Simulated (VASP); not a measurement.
Wanted: the native input for a VASP 6.6.1 run.

```
Task                   : single point
Functional             : LDA
Potentials or basis    : VASP PAW LDA potentials, release 64 (Cu, O)
Cutoff                 : 520 eV
k mesh                 : 7 × 7 × 4
Occupations            : gaussian, width 0.05 eV
Spin                   : collinear spin, ferromagnetic start
Starting moments       : [0.68, 0.68, 0.36, 0.36] μB
Hubbard terms          : Cu d U = 8.0 eV
Dipole correction      : no
Further INCAR settings : ALGO = Normal; EDIFF = 1e-07; NBANDS = 29
```

The structure of CuO lies in POSCAR:

```
CuO
1.0
    2.3446497600     -1.7133998200      0.0000000000
    2.3446497600      1.7133998200      0.0000000000
   -0.8605499100      0.0000000000      5.0594394800
Cu O
2 2
Direct
    0.0032000000      0.4968000000      0.0000000000
    0.4968000000      0.0032000000      0.5000000000
    0.5714000000      0.4056000000      0.2537000000
    0.4056000000      0.5714000000      0.7537000000
```

These files were run (other wordings do the same):

INCAR

```
SYSTEM = CuO
  PREC = Accurate
  ENCUT = 520
  EDIFF = 1E-7
  ISMEAR = 0
  SIGMA = 0.05
  LREAL = .FALSE.
  LASPH = .TRUE.
  NELM = 150
  ALGO = Normal
  ISIF = 2
  LWAVE = .FALSE.
  LCHARG = .TRUE.
  ISPIN = 2
  MAGMOM = 0.68 0.68 0.36 0.36
  LORBIT = 11
  LMAXMIX = 4
  LDAU = .TRUE.
  LDAUTYPE = 2
  LDAUL = 2 -1
  LDAUU = 8 0
  LDAUJ = 0 0
  LDAUPRINT = 1
  GGA = CA
  LELF = .TRUE.
  LVHAR = .TRUE.
  NBANDS = 29
```

KPOINTS

```
Automatic mesh
0
G
  7 7 4
  0 0 0
```

Potentials or basis: VASP PAW LDA potentials, release 64 (Cu, O).

Command:

```bash
$ cat potpaw_LDA.64/Cu/POTCAR potpaw_LDA.64/O/POTCAR > POTCAR
$ mpirun -np 1 vasp_std > vasp.out
```

Results of the run:

```json
{"Pressure": "-13.8 GPa", "Largest force": "0.675 eV/Å", "Band gap on the k mesh": "0.91 eV (least direct gap 0.94 eV)", "Net moment": "2.00 μB per cell", "Site moments": "Cu +0.71; O +0.26 μB", "Valence electrons inside the program's atomic spheres": "Cu 9.96; O 4.97"}
```

Caveat: the cell stands under tension; an odd mesh through Γ misses points on the zone boundary, where band edges can lie.

Run time: 60 s on 1 thread of Intel(R) Xeon(R) 6975P-C (Granite Rapids), on a shared host, peak memory 0.22 GiB.
